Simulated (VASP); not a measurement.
Here is a VASP 6.6.1 calculation.

INCAR

```
SYSTEM = C
PREC = Accurate
ENCUT = 520
EDIFF = 1E-6
ISMEAR = 0
SIGMA = 0.2
LREAL = .FALSE.
LASPH = .TRUE.
NELM = 80
ALGO = Normal
ISIF = 2
LWAVE = .FALSE.
LCHARG = .FALSE.
GGA = PE
NBANDS = 16
```

File KPOINTS:

```
Automatic mesh
0
G
  10 10 10
  0 0 0
```

File POSCAR:

```
C
1.0
   -2.5253015223      0.0042025319     -0.0024609425
   -1.2660967910     -0.9108277508      1.9862424930
   -1.2591936909      3.4454314619      2.3823638498
C
4
Direct
    0.4374991789      0.1875010026      0.4374985980
   -0.0624966221      0.6874984601      0.9374995773
    0.5625021991      0.3124996330      0.0625007316
    1.0624952441      0.8125009043      0.5625010931
```

Potentials or basis: VASP PAW PBE potentials, release 64 (C).

Run with:

```bash
$ cat potpaw_PBE.64/C/POTCAR > POTCAR
$ mpirun -np 1 vasp_std > vasp.out
```

Task: What does it give for the pressure?

Result: 0.7 GPa.

Task: What does it give for the band gap on the k mesh?

Result: 4.16 eV.

A k mesh can miss the band edges. Expect the measured gap to be larger: semilocal functionals such as PBE lack the derivative discontinuity.
